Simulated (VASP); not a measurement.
Au: single point with LDA

The system is Au.

```
Au
1.0
    -1.39285    1.39285    1.39285
     1.39285   -1.39285    1.39285
     1.39285    1.39285   -1.39285
Au
1
Direct
  0.00000 0.00000 0.00000
```

This cell differs from its parent crystal: volume scaled by 0.65.

| Property | Result |
| --- | --- |
| Program | VASP 6.6.1 |
| Task | single point |
| Functional | LDA |
| Potentials or basis | VASP PAW LDA potentials, release 64 (Au) |
| Cutoff | 520 eV |
| k mesh | 17 × 17 × 17 |
| Occupations | fermi-dirac, width 0.1 eV |
| Spin | no spin polarisation |

The pressure is 272.1 GPa.

Levels at points of the mesh, in eV from the Fermi level:
| k point | band 2 | band 3 | band 4 | band 5 | band 6 | band 7 | band 8 | band 9 | band 10 | band 11 |
| --- | --- | --- | --- | --- | --- | --- | --- | --- | --- | --- |
| (0.00, 0.00, 0.00) | -8.85 | -8.85 | -8.85 | -4.94 | -4.94 | 14.81 | 14.81 | 14.81 | 29.99 | 29.99 |

Wall time 10 s on 1 thread of Intel(R) Xeon(R) Platinum 8488C (Sapphire Rapids) (shared host), peak memory 0.13 GiB.

Caveat: spin-orbit coupling is left out, which moves the levels of the heavy elements.
